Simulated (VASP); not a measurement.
# WS2 (C2/m) in VASP: single point with PBEsol

Aim: the single point of WS2 with PBEsol.

Everything below comes from runs of VASP 6.6.1. Logs are shortened: lines on timing, memory, paths and dates and some standing lists are left out, and cuts for length are marked.

## (1) The cell of the first run

It takes space group C2/m (No. 12, monoclinic). Conventional cell: a = 11.180 Å, b = 3.022 Å, c = 7.476 Å, α = 90.00°, β = 121.41°, γ = 90.00°. Within 3.2 Å of S (site symmetry m) lie 3 W at 2.40 to 2.44 Å and 5 S at 2.87 to 3.12 Å. Within 3.2 Å of S (site symmetry m) lie 4 W at 2.43 to 2.64 Å and 6 S at 2.87 to 3.12 Å. Within 3.3 Å of W (site symmetry m) lie 7 S at 2.40 to 2.64 Å and 5 W at 2.86 to 3.25 Å.

## (2) Single point, PBEsol

The input, INCAR:

```
SYSTEM = WS2
ALGO = Normal
EDIFF = 1E-6
ENCUT = 520
GGA = PS
ISIF = 2
ISMEAR = 0
LASPH = .True.
LCHARG = .False.
LREAL = .False.
LWAVE = .False.
NBANDS = 35
NELM = 60
PREC = Accurate
SIGMA = 0.1
```

The input, KPOINTS:

```
k-points
0
Gamma
  8 8 4
  0 0 0
```

The input, POSCAR:

```
WS2
1.0
    6.5983819221     -1.5109899079      0.2199109649
    6.5983819221      1.5109899079      0.2199109649
   -5.3444974903      0.0000000000      5.2277353775
S W
4 2
Direct
    0.1670073647      0.1670073647      0.0896987935
    0.8329926353      0.8329926353      0.9103012065
    0.5664989651      0.5664989651      0.4058710673
    0.4335010349      0.4335010349      0.5941289327
    0.8578896657      0.8578896657      0.2656160134
    0.1421103343      0.1421103343      0.7343839866
```

Potentials or basis: VASP PAW PBE potentials, release 64 (S, W_sv).

Run with:

```console
> cat potpaw_PBE.64/S/POTCAR potpaw_PBE.64/W_sv/POTCAR > POTCAR
> mpirun -np 1 vasp_std > vasp.out
```

OUTCAR:

```text
SYSTEM = WS2
   EDIFF = 1E-6
   ENCUT = 520
   GGA = PS
   ISIF = 2
   ISMEAR = 0
   LASPH = .True.
   LREAL = .False.
   NELM = 60
   PREC = Accurate

 ion  position               nearest neighbor table
   1  0.167  0.167  0.090-   5 2.40   5 2.40   6 2.44
   2  0.833  0.833  0.910-   6 2.40   6 2.40   5 2.44
   3  0.566  0.566  0.406-   6 2.43   6 2.43   5 2.64   5 2.64
   4  0.434  0.434  0.594-   5 2.43   5 2.43   6 2.64   6 2.64
   5  0.858  0.858  0.266-   1 2.40   1 2.40   4 2.43   4 2.43   2 2.44   3 2.64   3 2.64   6 2.86
                             6 3.25   6 3.25
   6  0.142  0.142  0.734-   2 2.40   2 2.40   3 2.43   3 2.43   1 2.44   4 2.64   4 2.64   5 2.86
                             5 3.25   5 3.25

  Warning from LATTYP: Got some problem with cell dimensions!
  Tried to take original basis but could not verify dimensions!
  LATTYP: Found a base centered monoclinic cell.
 ALAT       =    11.1801747464
 B/A-ratio  =     0.2702980843
 C/A-ratio  =     0.6686973712
 COS(beta)  =    -0.5210874897

  Lattice vectors:

 A1 = (  -1.2538844318,   1.5109899079,  -5.4476463424)
 A2 = (  -1.2538844318,  -1.5109899079,  -5.4476463424)
 A3 = (  -5.3444974903,   0.0000000000,   5.2277353775)

Analysis of symmetry for initial positions (statically):
=====================================================================
 Subroutine PRICEL returns:
 Original cell was already a primitive cell.

 Routine SETGRP: Setting up the symmetry group for a
 base centered monoclinic supercell.

 Subroutine GETGRP returns: Found  4 space group operations
 (whereof  4 operations were pure point group operations)
 out of a pool of  4 trial point group operations.

The static configuration has the point symmetry C_2h.

Analysis of symmetry for dynamics (positions and initial velocities):
=====================================================================
 Subroutine PRICEL returns:
 Original cell was already a primitive cell.

 Routine SETGRP: Setting up the symmetry group for a
 base centered monoclinic supercell.

 Subroutine GETGRP returns: Found  4 space group operations
 (whereof  4 operations were pure point group operations)
 out of a pool of  4 trial point group operations.

The dynamic configuration has the point symmetry C_2h.

 Subroutine INISYM returns: Found  4 space group operations
 (whereof  4 operations are pure point group operations),
 and found     1 'primitive' translations

----------------------------------------------------------------------------------------

                                     Primitive cell

  volume of cell :     107.7937

  direct lattice vectors                    reciprocal lattice vectors
     6.598381922 -1.510989908  0.219910965     0.073279350 -0.330908894  0.074916053
     6.598381922  1.510989908  0.219910965     0.073279350  0.330908894  0.074916053
    -5.344497490  0.000000000  5.227735378    -0.006165168  0.000000000  0.184984550

  length of vectors
     6.772746513  6.772746513  7.476153463     0.347106575  0.347106575  0.185087258

  position of ions in fractional coordinates (direct lattice)
     0.167007365  0.167007365  0.089698793
     0.832992635  0.832992635  0.910301207
     0.566498965  0.566498965  0.405871067
     0.433501035  0.433501035  0.594128933
     0.857889666  0.857889666  0.265616013
     0.142110334  0.142110334  0.734383987

  ion indices of the primitive-cell ions
   primitive index   ion index
                 1           1
                 2           2
                 3           3
                 4           4
                 5           5
                 6           6

----------------------------------------------------------------------------------------

 KPOINTS: k-points

Automatic generation of k-mesh.
 Grid dimensions read from file:
 generate k-points for:    8    8    4

 Generating k-lattice:

  Cartesian coordinates                     Fractional coordinates (reciprocal lattice)
     0.009159919 -0.041363612  0.009364507     0.125000000  0.000000000  0.000000000
     0.009159919  0.041363612  0.009364507     0.000000000  0.125000000  0.000000000
    -0.001541292  0.000000000  0.046246138    -0.000000000 -0.000000000  0.250000000

  Length of vectors
     0.043388322  0.043388322  0.046271814

  Shift w.r.t. Gamma in fractional coordinates (k-lattice)
     0.000000000  0.000000000  0.000000000

 Subroutine IBZKPT returns following result:
 ===========================================

 Found     78 irreducible k-points:

 Following reciprocal coordinates:
            Coordinates               Weight
  0.000000  0.000000  0.000000      1.000000
  0.125000  0.000000  0.000000      4.000000
  0.250000  0.000000  0.000000      4.000000
  0.375000 -0.000000  0.000000      4.000000
  0.500000  0.000000  0.000000      2.000000
  0.125000  0.125000  0.000000      2.000000
[... 16 lines left out ...]
  0.125000  0.000000  0.250000      4.000000
  0.250000  0.000000  0.250000      4.000000
 [... further k-points ...]
   k-points           NKPTS =     78   k-points in BZ     NKDIM =     78   number of bands    NBANDS=     35
   number of dos      NEDOS =    301   number of ions     NIONS =      6
   total plane-waves  NPLWV = 140000
   dimension x,y,z NGX =    50 NGY =   50 NGZ =   56
   dimension x,y,z NGXF=   100 NGYF=  100 NGZF=  112
   ions per type =               4   2
   NGX,Y,Z   is equivalent  to a cutoff of  12.27, 12.27, 12.45 a.u.
   NGXF,Y,Z  is equivalent  to a cutoff of  24.55, 24.55, 24.91 a.u.
 SYSTEM =  WS2
   PREC   = accura    normal or accurate (medium, high low for compatibility)
   ISTART =      0    job   : 0-new  1-cont  2-samecut
   ICHARG =      2    charge: 1-file 2-atom 10-const
   ISPIN  =      1    spin polarized calculation?
   LNONCOLLINEAR =      F non collinear calculations
   LSORBIT =      F    spin-orbit coupling
   LASPH  =      T    aspherical Exc in radial PAW
   ENCUT  =  520.0 eV  38.22 Ry    6.18 a.u.  12.59 12.59 13.90*2*pi/ulx,y,z
   NELM   =     60;   NELMIN=  2; NELMDL= -5     # of ELM steps
   EDIFF  = 0.1E-05   stopping-criterion for ELM
   LREAL  =      F    real-space projection
   EDIFFG = 0.1E-04   stopping-criterion for IOM
   NSW    =      0    number of steps for IOM
   IBRION =     -1    ionic relax: 0-MD 1-quasi-New 2-CG
   NFREE  =      0    steps in history (QN), initial steepest desc. (CG)
   ISIF   =      2    stress and relaxation
   ISYM   =      2    0-nonsym 1-usesym 2-fastsym
   POTIM  = 0.5000    time-step for ionic-motion
   TEBEG  =    0.0;   TEEND  =   0.0 temperature during run
   PSTRESS=    0.0 pullay stress
   NELECT =      52.0000    total number of electrons
   NUPDOWN=      -1.0000    fix difference up-down
   EMIN   =  10.00;   EMAX   =-10.00  energy-range for DOS
   EFERMI =   0.00;   METHOD = LEGACY
   ISMEAR =     0;   SIGMA  =   0.10  broadening in eV -4-tet -1-fermi 0-gaus
   EFERMI_NEDOS =   21; number of points for ismear=-14 and -15
   IALGO  =     38    algorithm
   IMIX   =      4    mixing-type and parameters
     AMIX     =   0.40;   BMIX     =  1.00
     AMIX_MAG =   1.60;   BMIX_MAG =  1.00
  volume/ion in A,a.u.               =      17.97       121.24
  Fermi-wavevector in a.u.,A,eV,Ry     =   1.283940  2.426295 22.429234  1.648502
  Thomas-Fermi vector in A             =   2.416163
   LORBIT       =      0    0 simple, 1 ext, 2 COOP (PROOUT), +10 PAW based schemes
   GGA     = PS    functional components
   LHFCALC =     F    Hartree Fock is set to
   AEXX    =    0.0000 exact exchange contribution
   IVDW    =     0    specifies the selected vdW correction
   LEPSILON=     F    determine dielectric tensor
   LRPA    =     F    only Hartree local field effects (RPA)
 non-spin polarized calculation
 Gauss-broadening in eV      SIGMA  =   0.10
  energy-cutoff  :      520.00
  volume of cell :      107.79
 maximum number of plane-waves:      2934
   NGX = 25   NGY = 25   NGZ = 27

 number of electron      52.0000002 magnetization

 Free energy of the ion-electron system (eV)
  ---------------------------------------------------
  ext. energy  EPLUGINS =         0.00000000
  ---------------------------------------------------
  free energy    TOTEN  =       -48.43006473 eV

  energy without entropy =      -48.42000803  energy(sigma->0) =      -48.42503638

 E-fermi :   7.4844     XC(G=0): -10.9897

 val. band max:        7.4802639458   @ k =   0.5000   0.1250   0.5000
 cond. band min:       7.4992543168   @ k =  -0.2500  -0.3750   0.2500
 fundamental gap:      0.0189903710
 Fermi energy:         7.4843583221

 k-point     1 :       0.0000    0.0000    0.0000
  band No.  band energies     occupation
      1     -67.2623      2.00000
      2     -67.2381      2.00000
      3     -31.7965      2.00000
      4     -31.5037      2.00000
      5     -31.4258      2.00000
      6     -31.3564      2.00000
[... 27 lines left out ...]
     34      10.8037      0.00000
     35      11.9441      0.00000

 k-point     2 :       0.1250    0.0000    0.0000
  band No.  band energies     occupation
      1     -67.2594      2.00000
      2     -67.2360      2.00000
      3     -31.7804      2.00000
      4     -31.5014      2.00000
      5     -31.4214      2.00000
      6     -31.4183      2.00000
[... 27 lines left out ...]
     34      11.4824      0.00000
     35      12.5638      0.00000

 k-point     3 :       0.2500    0.0000    0.0000
  band No.  band energies     occupation
      1     -67.2521      2.00000
      2     -67.2310      2.00000
      3     -31.7413      2.00000
      4     -31.5705      2.00000
      5     -31.5372      2.00000
      6     -31.4773      2.00000
[... 27 lines left out ...]
     34      11.9832      0.00000
     35      13.0228      0.00000

 k-point     4 :       0.3750   -0.0000    0.0000
  band No.  band energies     occupation
      1     -67.2447      2.00000
      2     -67.2261      2.00000
      3     -31.7218      2.00000
      4     -31.7062      2.00000
      5     -31.6382      2.00000
      6     -31.4796      2.00000
[... 27 lines left out ...]
     34      11.5518      0.00000
     35      12.7121      0.00000

 k-point     5 :       0.5000    0.0000    0.0000
  band No.  band energies     occupation
      1     -67.2416      2.00000
      2     -67.2241      2.00000
      3     -31.7689      2.00000
      4     -31.7404      2.00000
      5     -31.6445      2.00000
      6     -31.4815      2.00000
[... 638 lines left out ...]
 k-point    22 :      -0.0000   -0.0000    0.2500
  band No.  band energies     occupation
      1     -67.2597      2.00000
      2     -67.2408      2.00000
      3     -31.7466      2.00000
      4     -31.5173      2.00000
      5     -31.4407      2.00000
      6     -31.3745      2.00000
[... 27 lines left out ...]
     34      11.2025      0.00000
     35      12.5692      0.00000

 k-point    23 :       0.1250    0.0000    0.2500
  band No.  band energies     occupation
      1     -67.2559      2.00000
      2     -67.2395      2.00000
      3     -31.7133      2.00000
      4     -31.5281      2.00000
      5     -31.4417      2.00000
      6     -31.4299      2.00000
[... 27 lines left out ...]
     34      10.9239      0.00000
     35      13.3996      0.00000

 k-point    24 :       0.2500    0.0000    0.2500
  band No.  band energies     occupation
      1     -67.2489      2.00000
      2     -67.2342      2.00000
      3     -31.6806      2.00000
      4     -31.5829      2.00000
      5     -31.5281      2.00000
      6     -31.5064      2.00000
[... 27 lines left out ...]
     34      11.3544      0.00000
     35      12.9732      0.00000

 [... further k-points ...]

------------------------ aborting loop because EDIFF is reached ----------------------------------------

  FORCE on cell =-STRESS in cart. coord.  units (eV):
  Direction    XX          YY          ZZ          XY          YZ          ZX
  --------------------------------------------------------------------------------------
  -------------------------------------------------------------------------------------
  Total        0.1570550      0.1530462      0.1319988      0.0000000      0.0000000      0.0181821
  in kB        2.3343651      2.2747817      1.9619462      0.0000000      0.0000000      0.2702469
  external PRESSURE =       2.1903643 kB  Pullay stress =       0.0000000 kB

 VOLUME and BASIS-vectors are now :
 -----------------------------------------------------------------------------
  energy-cutoff  :      520.00
  volume of cell :      107.79
      direct lattice vectors                 reciprocal lattice vectors
     6.598381922 -1.510989908  0.219910965     0.073279350 -0.330908894  0.074916053
     6.598381922  1.510989908  0.219910965     0.073279350  0.330908894  0.074916053
    -5.344497490  0.000000000  5.227735378    -0.006165168  0.000000000  0.184984550

 POSITION                                       TOTAL-FORCE (eV/Angst)
 -----------------------------------------------------------------------------------
      1.72456      0.00000      0.54238        -0.025501      0.000000      0.000800
      6.12770      0.00000      5.12518         0.025501      0.000000     -0.000800
      5.30678      0.00000      2.37095         0.028029      0.000000     -0.016365
      2.54549      0.00000      3.29661        -0.028029      0.000000      0.016365
      9.90178      0.00000      1.76589         0.022014      0.000000      0.023342
     -2.04952      0.00000      3.90167        -0.022014      0.000000     -0.023342
 -----------------------------------------------------------------------------------
    total drift:                                0.000000     -0.000000     -0.000000

  FREE ENERGIE OF THE ION-ELECTRON SYSTEM (eV)
  ---------------------------------------------------
  free  energy   TOTEN  =       -48.4300647294 eV

  energy  without entropy=      -48.4200080346  energy(sigma->0) =      -48.42503638
```

Run time: 17 min. Hardware: 1 thread of AMD EPYC 7R13, shared host; peak memory 0.51 GiB.

Results:

```
Free energy            : -48.4301 eV
Pressure               : 0.2 GPa
Largest force          : 0.032 eV/Å
Band gap on the k mesh : zero (bands 26 and 27 overlap by 0.43 eV)
```

Forces on the atoms (eV/Å):
```
S   -0.026  0.000  0.001
S    0.026  0.000 -0.001
S    0.028  0.000 -0.016
S   -0.028  0.000  0.016
W    0.022  0.000  0.023
W   -0.022  0.000 -0.023
```

Levels at points of the mesh, in eV from the Fermi level:
```
           k point  band 24  band 25  band 26  band 27  band 28  band 29
(0.00, 0.00, 0.00)    -2.17    -1.50    -0.98    -0.16     2.41     2.44
(0.50, 0.00, 0.00)    -2.47    -1.60     0.17     0.70     1.66     1.79
(0.50, 0.50, 0.00)    -1.71    -1.15    -0.62     0.14     0.91     1.80
(0.00, 0.00, 0.50)    -1.60    -1.12    -0.69     0.15     1.20     1.39
(0.50, 0.00, 0.50)    -2.91    -1.21    -0.08     0.74     2.00     2.23
(0.50, 0.50, 0.50)    -2.23    -2.20    -0.26    -0.24     2.29     2.34
```

Caveat: the PAW data sets were made with another functional, which shifts forces and pressure a little; spin-orbit coupling is left out, which moves the levels of the heavy elements.
